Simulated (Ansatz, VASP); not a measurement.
## SiC3 in VASP and in Ansatz

```
Si C
1.0
     2.80466    0.00000    0.00000
     0.00000    2.80466    0.00000
     0.00000    0.00000    4.11214
Si C
1 3
Direct
  0.00000 0.00000 0.50000
  0.50000 0.50000 0.00000
  0.50000 0.00000 0.78798
  0.00000 0.50000 0.21202
```

Alike in both runs: functional PBE; k mesh 6 × 6 × 4; occupations gaussian, width 0.1 eV; no spin polarisation.

Ansatz relaxed the structure, and its values are those at the end. VASP's run is a single point on that final structure, the one shown.

```csv
,VASP,Ansatz
version,VASP 6.6.1,Ansatz 0.2.0
potentials or method,"VASP PAW PBE potentials, release 64 (Si, C), cutoff 520 eV","scalar-relativistic, plane waves, PAW"
valence electrons in the cell,16,16
```

|  | VASP | Ansatz | Ansatz less VASP |
| --- | --- | --- | --- |
| gap on the k mesh at the Fermi level (eV) | 1.60 | 1.60 | +0.005 |
| least direct gap on the mesh (eV) | 1.79 | 1.80 | +0.005 |
| pressure (GPa) | -0.3 | -0.3 | -0.03 |
| rms of the force components (eV/Å) | 0.007 | 0.000 | -0.0068 |
